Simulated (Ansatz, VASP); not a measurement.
## Two plane-wave programs on KBr

```
K Br
1.0
     0.00000    3.12787    3.45713
     3.12787    0.00000    3.45713
     3.12787    3.12787    0.00000
K Br
1 1
Direct
  0.00000 0.00000 0.00000
  0.50000 0.50000 0.50000
```

Change from the starting cell: strain -0.050 along x and y, +0.050 along z, atoms carried along.

Alike in both runs: task single point; functional PBE; k mesh 6 × 6 × 6; occupations gaussian, width 0.05 eV; no spin polarisation.

```csv
,VASP,Ansatz
version,VASP 6.6.1,Ansatz 0.2.0
potentials or method,"VASP PAW PBE potentials, release 64 (K_sv, Br), cutoff 520 eV","scalar-relativistic, plane waves, PAW"
valence electrons in the cell,16,16
```

```csv
,VASP,Ansatz,Ansatz less VASP
gap on the k mesh at the Fermi level (eV),4.54,4.54,+0.002
least direct gap on the mesh (eV),4.54,4.54,+0.002
pressure (GPa),2.5,2.4,-0.06
"traceless stress, the component that is largest in VASP (GPa)",-2.61,-2.57,+0.041
```

The functional is the same, so the differences come from potentials, cutoffs and numerics.
